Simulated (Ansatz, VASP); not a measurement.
## Pb in VASP and in Ansatz

```
Pb
1.0
    -2.02915    2.02915    1.88068
     2.02915   -2.02915    1.88068
     2.02915    2.02915   -1.88068
Pb
1
Direct
  0.00000 0.00000 0.00000
```

Change from the starting cell: strain +0.025 along x and y, -0.050 along z, atoms carried along.

Alike in both runs: task single point; functional LDA; k mesh 18 × 18 × 18; occupations gaussian, width 0.15 eV; no spin polarisation.

|  | VASP | Ansatz |
| --- | --- | --- |
| version | VASP 6.6.1 | Ansatz 0.2.0 |
| potentials or method | VASP PAW LDA potentials, release 64 (Pb_d), cutoff 520 eV | scalar-relativistic, plane waves, PAW |
| valence electrons in the cell | 14 | 14 |

```tsv
	VASP	Ansatz	Ansatz less VASP
gap on the k mesh at the Fermi level (eV)	none	none	-
pressure (GPa)	-2.9	-3.0	-0.06
traceless stress, the component that is largest in VASP (GPa)	-0.82	-0.83	-0.006
```

LDA's correlation is that of Perdew and Zunger in VASP and of Perdew and Wang (1992) in Ansatz. A gap of «none» marks a metal or a gap that the smearing closes.

Neither program's run includes spin-orbit coupling.
